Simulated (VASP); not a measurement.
Crystal: CdSe.

```
CELL_PARAMETERS angstrom
0.00000 2.87396 2.87396
2.87396 0.00000 2.87396
2.87396 2.87396 0.00000
ATOMIC_POSITIONS crystal
Cd 0.00000 0.00000 0.00000
Se 0.50000 0.50000 0.50000
```

```yaml
Program: VASP 6.6.1
Task: relaxation of cell and atoms
Functional: PBE
Dispersion: D3(BJ)
Potentials_or_basis: VASP PAW PBE potentials, release 64 (Cd, Se)
Cutoff: 600 eV
k_mesh: 8 × 8 × 8
Occupations: fermi-dirac, width 0.05 eV
Spin: no spin polarisation
```

At the start: pressure -2.7 GPa; volume 23.74 Å³/atom.

Problem. How do energy, volume and symmetry change on relaxing?

Solution. Over 3 steps the energy falls by 9.2 meV/atom and the volume is 22.70 Å³/atom (-4.4 %); space group Fm-3m (No. 225, to 0.05 Å).

The path:
```tsv
step	energy change (eV)	largest force (eV/Å)	pressure (GPa)	volume (Å³)
1	0.0000	0.0000	-2.73	47.48
2	-0.0165	0.0000	1.03	44.75
3	-0.0185	0.0000	0.00	45.40
```

Final structure:
```
Cd Se
1.0
     0.00000    2.83145    2.83145
     2.83145    0.00000    2.83145
     2.83145    2.83145    0.00000
Cd Se
1 1
Direct
  0.00000 0.00000 0.00000
  0.50000 0.50000 0.50000
```

Caveat: pairwise dispersion overbinds metals, which lowers pressure and volume.
